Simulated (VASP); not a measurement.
# HfSn2Se6 (P-3m1) in VASP: single point with r2SCAN

Aim: the single point of HfSn2Se6 with r2SCAN.

All numbers are computed with VASP 6.6.1; they aren't measurements. Logs are shortened: lines on timing, memory, paths and dates and some standing lists are left out, and cuts for length are marked.

## (1) The cell of the first run

The structure is trigonal, space group P-3m1 (No. 164). The conventional cell has a = 3.838 Å, b = 3.838 Å, c = 21.152 Å, α = 90.00°, β = 90.00°, γ = 120.00°. Within 3.6 Å of Hf (site symmetry -3m) lie 6 Se at 2.70 Å. Sn (site symmetry 3m) has 6 Se at 2.74 Å within 3.6 Å. Se (site symmetry 3m) has 3 Hf at 2.70 Å within 3.6 Å. Se (site symmetry 3m) has 3 Sn at 2.74 Å within 3.6 Å. Se (site symmetry 3m) has 3 Sn at 2.74 Å within 3.6 Å.

## (2) Single point, r2SCAN

POSCAR reads:

```
HfSn2Se6
1.0
    3.8375998983     -0.0000000289      0.0000000000
   -1.9187999241      3.3234590159      0.0000000000
    0.0000000000      0.0000000000     21.1522325000
Hf Sn Se
1 2 6
Direct
    0.0000000000      0.0000000000      0.0000000000
    0.0000000000      0.0000000000      0.3328270000
    0.0000000000      0.0000000000      0.6671730000
    0.3333333333      0.6666666667      0.0731740000
    0.3333333333      0.6666666667      0.4087390000
    0.3333333333      0.6666666667      0.7430820000
    0.6666666667      0.3333333333      0.2569180000
    0.6666666667      0.3333333333      0.5912610000
    0.6666666667      0.3333333333      0.9268260000
```

INCAR.step1 reads:

```
SYSTEM = HfSn2Se6
ALGO = Normal ; EDIFF = 1E-4
ENCUT = 520 ; GGA = PE
ISMEAR = 0 ; LASPH = .True.
LCHARG = .False. ; LREAL = .False.
LWAVE = .True. ; NBANDS = 47
NELM = 60 ; PREC = Accurate
SIGMA = 0.02
```

INCAR.step2 reads:

```
SYSTEM = HfSn2Se6
ALGO = Normal ; EDIFF = 1E-7
ENCUT = 520 ; ISIF = 2
ISMEAR = 0 ; ISTART = 1
LASPH = .True. ; LCHARG = .False.
LMIXTAU = .True. ; LREAL = .False.
LWAVE = .False. ; METAGGA = R2SCAN
NBANDS = 47 ; NELM = 60
PREC = Accurate ; SIGMA = 0.02
```

KPOINTS reads:

```
k-points
0
Gamma
  12 12 2
  0 0 0
```

Potentials or basis: VASP PAW PBE potentials, release 64 (Hf_pv, Sn_d, Se).

Run with:

```console
> cat potpaw_PBE.64/Hf_pv/POTCAR potpaw_PBE.64/Sn_d/POTCAR potpaw_PBE.64/Se/POTCAR > POTCAR
> cp INCAR.step1 INCAR
> mpirun -np 1 vasp_std > vasp.out
> cp INCAR.step2 INCAR
> mpirun -np 1 vasp_std > vasp.out
```

OUTCAR:

```text
SYSTEM = HfSn2Se6
   EDIFF = 1E-7
   ENCUT = 520
   ISIF = 2
   ISMEAR = 0
   ISTART = 1
   LASPH = .True.
   LREAL = .False.
   METAGGA = R2SCAN
   NELM = 60
   PREC = Accurate

 ion  position               nearest neighbor table
   1  0.000  0.000  0.000-   4 2.70   9 2.70   4 2.70   9 2.70   9 2.70   4 2.70
   2  0.000  0.000  0.333-   7 2.74   7 2.74   7 2.74   5 2.74   5 2.74   5 2.74
   3  0.000  0.000  0.667-   6 2.74   6 2.74   6 2.74   8 2.74   8 2.74   8 2.74
   4  0.333  0.667  0.073-   1 2.70   1 2.70   1 2.70
   5  0.333  0.667  0.409-   2 2.74   2 2.74   2 2.74
   6  0.333  0.667  0.743-   3 2.74   3 2.74   3 2.74
   7  0.667  0.333  0.257-   2 2.74   2 2.74   2 2.74
   8  0.667  0.333  0.591-   3 2.74   3 2.74   3 2.74
   9  0.667  0.333  0.927-   1 2.70   1 2.70   1 2.70

  LATTYP: Found a hexagonal cell.
 ALAT       =     3.8375998983
 C/A-ratio  =     5.5118389255

  Lattice vectors:

 A1 = (   3.8375998983,  -0.0000000289,   0.0000000000)
 A2 = (  -1.9187999241,   3.3234590159,   0.0000000000)
 A3 = (   0.0000000000,   0.0000000000,  21.1522325000)

Analysis of symmetry for initial positions (statically):
=====================================================================
 Subroutine PRICEL returns:
 Original cell was already a primitive cell.

 Routine SETGRP: Setting up the symmetry group for a
 hexagonal supercell.

 Subroutine GETGRP returns: Found 12 space group operations
 (whereof 12 operations were pure point group operations)
 out of a pool of 24 trial point group operations.

The static configuration has the point symmetry D_3d.

Analysis of symmetry for dynamics (positions and initial velocities):
=====================================================================
 Subroutine PRICEL returns:
 Original cell was already a primitive cell.

 Routine SETGRP: Setting up the symmetry group for a
 hexagonal supercell.

 Subroutine GETGRP returns: Found 12 space group operations
 (whereof 12 operations were pure point group operations)
 out of a pool of 24 trial point group operations.

The dynamic configuration has the point symmetry D_3d.

 Subroutine INISYM returns: Found 12 space group operations
 (whereof 12 operations are pure point group operations),
 and found     1 'primitive' translations

----------------------------------------------------------------------------------------

                                     Primitive cell

  volume of cell :     269.7778

  direct lattice vectors                    reciprocal lattice vectors
     3.837599898 -0.000000029  0.000000000     0.260579537  0.150445663  0.000000000
    -1.918799924  3.323459016  0.000000000     0.000000002  0.300891330  0.000000000
     0.000000000  0.000000000 21.152232500     0.000000000  0.000000000  0.047276334

  length of vectors
     3.837599898  3.837599898 21.152232500     0.300891330  0.300891330  0.047276334

  position of ions in fractional coordinates (direct lattice)
     0.000000000  0.000000000  0.000000000
     0.000000000  0.000000000  0.332827000
     0.000000000  0.000000000  0.667173000
     0.333333333  0.666666667  0.073174000
     0.333333333  0.666666667  0.408739000
     0.333333333  0.666666667  0.743082000
     0.666666667  0.333333333  0.256918000
     0.666666667  0.333333333  0.591261000
     0.666666667  0.333333333  0.926826000

  ion indices of the primitive-cell ions
   primitive index   ion index
                 1           1
                 2           2
                 3           3
                 4           4
                 5           5
                 6           6
                 7           7
                 8           8
                 9           9

----------------------------------------------------------------------------------------

 KPOINTS: k-points

Automatic generation of k-mesh.
 Grid dimensions read from file:
 generate k-points for:   12   12    2

 Generating k-lattice:

  Cartesian coordinates                     Fractional coordinates (reciprocal lattice)
     0.021714961  0.012537139  0.000000000     0.083333333  0.000000000  0.000000000
     0.000000000  0.025074278  0.000000000     0.000000000  0.083333333  0.000000000
     0.000000000  0.000000000  0.023638167     0.000000000  0.000000000  0.500000000

  Length of vectors
     0.025074278  0.025074278  0.023638167

  Shift w.r.t. Gamma in fractional coordinates (k-lattice)
     0.000000000  0.000000000  0.000000000

 Subroutine IBZKPT returns following result:
 ===========================================

 Found     38 irreducible k-points:

 Following reciprocal coordinates:
            Coordinates               Weight
  0.000000  0.000000  0.000000      1.000000
  0.083333  0.000000  0.000000      6.000000
  0.166667  0.000000  0.000000      6.000000
  0.250000  0.000000  0.000000      6.000000
  0.333333 -0.000000  0.000000      6.000000
  0.416667 -0.000000  0.000000      6.000000
[... 16 lines left out ...]
  0.250000  0.000000  0.500000      6.000000
  0.333333 -0.000000  0.500000      6.000000
 [... further k-points ...]
   k-points           NKPTS =     38   k-points in BZ     NKDIM =     38   number of bands    NBANDS=     47
   number of dos      NEDOS =    301   number of ions     NIONS =      9
   total plane-waves  NPLWV = 144000
   dimension x,y,z NGX =    30 NGY =   30 NGZ =  160
   dimension x,y,z NGXF=    60 NGYF=   60 NGZF=  320
   ions per type =               1   2   6
   NGX,Y,Z   is equivalent  to a cutoff of  13.00, 13.00, 12.58 a.u.
   NGXF,Y,Z  is equivalent  to a cutoff of  25.99, 25.99, 25.15 a.u.
 SYSTEM =  HfSn2Se6
   PREC   = accura    normal or accurate (medium, high low for compatibility)
   ISTART =      1    job   : 0-new  1-cont  2-samecut
   ICHARG =      0    charge: 1-file 2-atom 10-const
   ISPIN  =      1    spin polarized calculation?
   LNONCOLLINEAR =      F non collinear calculations
   LSORBIT =      F    spin-orbit coupling
   LASPH  =      T    aspherical Exc in radial PAW
   ENCUT  =  520.0 eV  38.22 Ry    6.18 a.u.   7.14  7.14 39.33*2*pi/ulx,y,z
   NELM   =     60;   NELMIN=  2; NELMDL=  0     # of ELM steps
   EDIFF  = 0.1E-06   stopping-criterion for ELM
   LREAL  =      F    real-space projection
   EDIFFG = 0.1E-05   stopping-criterion for IOM
   NSW    =      0    number of steps for IOM
   IBRION =     -1    ionic relax: 0-MD 1-quasi-New 2-CG
   NFREE  =      0    steps in history (QN), initial steepest desc. (CG)
   ISIF   =      2    stress and relaxation
   ISYM   =      2    0-nonsym 1-usesym 2-fastsym
   POTIM  = 0.5000    time-step for ionic-motion
   TEBEG  =    0.0;   TEEND  =   0.0 temperature during run
   PSTRESS=    0.0 pullay stress
   NELECT =      74.0000    total number of electrons
   NUPDOWN=      -1.0000    fix difference up-down
   EMIN   =  10.00;   EMAX   =-10.00  energy-range for DOS
   EFERMI =   0.00;   METHOD = LEGACY
   ISMEAR =     0;   SIGMA  =   0.02  broadening in eV -4-tet -1-fermi 0-gaus
   EFERMI_NEDOS =   21; number of points for ismear=-14 and -15
   IALGO  =     38    algorithm
   IMIX   =      4    mixing-type and parameters
     AMIX     =   0.40;   BMIX     =  1.00
     AMIX_MAG =   1.60;   BMIX_MAG =  1.00
  volume/ion in A,a.u.               =      29.98       202.28
  Fermi-wavevector in a.u.,A,eV,Ry     =   1.063694  2.010090 15.394239  1.131445
  Thomas-Fermi vector in A             =   2.199187
   LORBIT       =      0    0 simple, 1 ext, 2 COOP (PROOUT), +10 PAW based schemes
   METAGGA = R2SCAN    functional components
   LHFCALC =     F    Hartree Fock is set to
   AEXX    =    0.0000 exact exchange contribution
   IVDW    =     0    specifies the selected vdW correction
   LEPSILON=     F    determine dielectric tensor
   LRPA    =     F    only Hartree local field effects (RPA)
 non-spin polarized calculation
 Gauss-broadening in eV      SIGMA  =   0.02
  energy-cutoff  :      520.00
  volume of cell :      269.78
 maximum number of plane-waves:      7314
 NGX is ok and might be reduce to    30
   NGX = 15   NGY = 15   NGZ = 79

 number of electron      73.9999997 magnetization

 Free energy of the ion-electron system (eV)
  ---------------------------------------------------
  ext. energy  EPLUGINS =         0.00000000
  ---------------------------------------------------
  free energy    TOTEN  =      -187.65721471 eV

  energy without entropy =     -187.65721471  energy(sigma->0) =     -187.65721471

 E-fermi :   2.2677     XC(G=0):  -9.0805

 val. band max:        2.1249777238   @ k =   0.0000   0.0000   0.0000
 cond. band min:       2.8819332215   @ k =   0.5000   0.0000   0.5000
 fundamental gap:      0.7569554977
 Fermi energy:         2.2677424303

 k-point     1 :       0.0000    0.0000    0.0000
  band No.  band energies     occupation
      1     -30.2930      2.00000
      2     -30.2291      2.00000
      3     -30.2291      2.00000
      4     -19.8889      2.00000
      5     -19.8889      2.00000
      6     -19.8888      2.00000
[... 39 lines left out ...]
     46       6.9114      0.00000
     47       6.9417      0.00000

 k-point     2 :       0.0833    0.0000    0.0000
  band No.  band energies     occupation
      1     -30.2916      2.00000
      2     -30.2361      2.00000
      3     -30.2307      2.00000
      4     -19.8918      2.00000
      5     -19.8918      2.00000
      6     -19.8865      2.00000
[... 39 lines left out ...]
     46       6.8967      0.00000
     47       7.0302      0.00000

 k-point     3 :       0.1667    0.0000    0.0000
  band No.  band energies     occupation
      1     -30.2876      2.00000
      2     -30.2550      2.00000
      3     -30.2349      2.00000
      4     -19.9006      2.00000
      5     -19.9006      2.00000
      6     -19.8805      2.00000
[... 1039 lines left out ...]
     46       7.3633      0.00000
     47       7.8147      0.00000

 k-point    24 :       0.3333   -0.0000    0.5000
  band No.  band energies     occupation
      1     -30.3067      2.00000
      2     -30.2763      2.00000
      3     -30.2466      2.00000
      4     -19.9274      2.00000
      5     -19.9274      2.00000
      6     -19.8691      2.00000
[... 39 lines left out ...]
     46       7.5334      0.00000
     47       7.7706      0.00000

 [... further k-points ...]

------------------------ aborting loop because EDIFF is reached ----------------------------------------

  FORCE on cell =-STRESS in cart. coord.  units (eV):
  Direction    XX          YY          ZZ          XY          YZ          ZX
  --------------------------------------------------------------------------------------
  -------------------------------------------------------------------------------------
  Total       -2.5551068     -2.5551068     -3.4701046     -0.0000000     -0.0000000      0.0000000
  in kB      -15.1744660    -15.1744660    -20.6085255     -0.0000000     -0.0000000      0.0000000
  external PRESSURE =     -16.9858192 kB  Pullay stress =       0.0000000 kB

 VOLUME and BASIS-vectors are now :
 -----------------------------------------------------------------------------
  energy-cutoff  :      520.00
  volume of cell :      269.78
      direct lattice vectors                 reciprocal lattice vectors
     3.837599898 -0.000000029  0.000000000     0.260579537  0.150445663  0.000000000
    -1.918799924  3.323459016  0.000000000     0.000000002  0.300891330  0.000000000
     0.000000000  0.000000000 21.152232500     0.000000000  0.000000000  0.047276334

 POSITION                                       TOTAL-FORCE (eV/Angst)
 -----------------------------------------------------------------------------------
      0.00000      0.00000      0.00000         0.000000      0.000000     -0.000000
      0.00000      0.00000      7.04003         0.000000      0.000000     -0.000025
      0.00000      0.00000     14.11220         0.000000     -0.000000      0.000025
      0.00000      2.21564      1.54779         0.000000     -0.000000     -0.275254
      0.00000      2.21564      8.64574         0.000000     -0.000000     -0.271558
      0.00000      2.21564     15.71784        -0.000000     -0.000000     -0.269755
      1.91880      1.10782      5.43439         0.000000      0.000000      0.269755
      1.91880      1.10782     12.50649        -0.000000      0.000000      0.271558
      1.91880      1.10782     19.60444        -0.000000      0.000000      0.275254
 -----------------------------------------------------------------------------------
    total drift:                                0.000000      0.000000     -0.000000

  FREE ENERGIE OF THE ION-ELECTRON SYSTEM (eV)
  ---------------------------------------------------
  free  energy   TOTEN  =      -187.6572147053 eV

  energy  without entropy=     -187.6572147053  energy(sigma->0) =     -187.65721471
```

Wall time 31 min (1 thread of Oxide Virtual Turin-like, shared host); peak memory 0.66 GiB.

What came out:

- Free energy: -187.6572 eV
- Pressure: -1.7 GPa
- Largest force: 0.275 eV/Å
- Band gap on the k mesh: 0.76 eV (least direct gap 1.30 eV)

Forces in eV/Å, atoms in the order of the input:
```
Hf   0.000  0.000  0.000
Sn   0.000  0.000  0.000
Sn   0.000  0.000  0.000
Se   0.000  0.000 -0.275
Se   0.000  0.000 -0.272
Se   0.000  0.000 -0.270
Se   0.000  0.000  0.270
Se   0.000  0.000  0.272
Se   0.000  0.000  0.275
```

Caveat: semilocal functionals underestimate gaps, and a narrow one can read as zero; the PAW data sets were made with another functional, which shifts forces and pressure a little; spin-orbit coupling is left out, which moves the levels of the heavy elements. A k mesh can miss the band edges.
